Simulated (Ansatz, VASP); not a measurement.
# Two plane-wave programs on La

INCAR

```
SYSTEM = La
  PREC = Accurate
  ENCUT = 600
  EDIFF = 1E-6
  ISMEAR = -1
  SIGMA = 0.1
  LREAL = .FALSE.
  LASPH = .TRUE.
  NELM = 80
  ALGO = Normal
  ISIF = 3
  LWAVE = .FALSE.
  LCHARG = .FALSE.
  GGA = PS
  IBRION = 2
  NSW = 80
  EDIFFG = -0.01
```

File KPOINTS:

```
regular mesh
0
G
  10 10 10
  0 0 0
```

POSCAR

```
La
1.0
    0.0000000000      2.6546496237      2.6546496237
    2.6546496237      0.0000000000      2.6546496237
    2.6546496237      2.6546496237      0.0000000000
La
1
Direct
    0.0000000000      0.0000000000      0.0000000000
```

Input for Ansatz:

```yaml
crystal:
  lattice:
    - [0.0, 2.6546496237, 2.6546496237]
    - [2.6546496237, 0.0, 2.6546496237]
    - [2.6546496237, 2.6546496237, 0.0]
  atoms:
    - { symbol: La, position: [0.0, 0.0, 0.0] }
hamiltonian:
  xc: pbesol
  pseudopotentials:
    kind: paw
    azcp:
      La: "pseudopotentials/La.paw.azcp"
basis:
  ecutwfc: 420
  fft_grid_basis: typed
kpoints:
  mp_grid: { grid: [10, 10, 10], shift: [0, 0, 0] }
magnetization:
  spin_polarized: false
scf:
  occupations: { method: fermi_dirac, width: 0.1 }
relax:
  max_steps: 60
  f_tol: 0.01
  cell: {}
```

Alike in both runs: task relaxation of cell and atoms; functional PBEsol; k mesh 10 × 10 × 10; occupations fermi-dirac, width 0.1 eV; no spin polarisation.

|  | VASP | Ansatz |
| --- | --- | --- |
| version | VASP 6.6.1 | Ansatz 0.2.0 |
| potentials or method | VASP PAW PBE potentials, release 64 (La), cutoff 600 eV | plane waves (420 eV) with PAW, scalar-relativistic |
| valence electrons in the cell | 11 | 11 |

Ansatz gave:

```
relaxed volume (Å³/atom)                                        : 34.00
relaxed length of the cell vector where the two differ most in proportion (Å) : 3.636
```

Problem. Estimate VASP's values.

Solution. Relaxed volume (Å³/atom): 34.19; relaxed length of the cell vector where the two differ most in proportion (Å): 3.643.

VASP's potentials were made for PBE, not for PBEsol, and Ansatz warns of the same on its side.

Spin-orbit coupling is off throughout.
